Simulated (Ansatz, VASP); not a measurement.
**Ru in VASP and in Ansatz**

```
Ru
1.0
     0.00000    2.58183    2.58183
     2.58183    0.00000    2.58183
     2.58183    2.58183    0.00000
Ru
2
Direct
  0.87500 0.87500 0.87500
  0.12500 0.12500 0.12500
```

Alike in both runs: task relaxation of cell and atoms; functional PBE; k mesh 14 × 14 × 14; occupations fermi-dirac, width 0.05 eV; no spin polarisation.

|  | VASP | Ansatz |
| --- | --- | --- |
| version | VASP 6.6.1 | Ansatz 0.2.0 |
| potentials or method | VASP PAW PBE potentials, release 64 (Ru_pv) | PAW with Ansatz's default frozen-core files, scalar-relativistic |
| plane-wave cutoff (eV) | 600 | 420 |
| valence electrons in the cell | 28 | 32 |

VASP gave:

* relaxed volume (Å³/atom): 20.32
* relaxed cell length with the largest relative difference (Å): 3.859

**Question.** Which values does Ansatz return?

**Answer.** Relaxed volume (Å³/atom): 20.28; relaxed cell length with the largest relative difference (Å): 3.857.

VASP's potentials hold 28 valence electrons a cell and Ansatz's 32, so a difference there can come from the potentials and not from the codes.

Noted on VASP's run: the volume moved by over 15 % at a fixed basis, so the end points are rough.
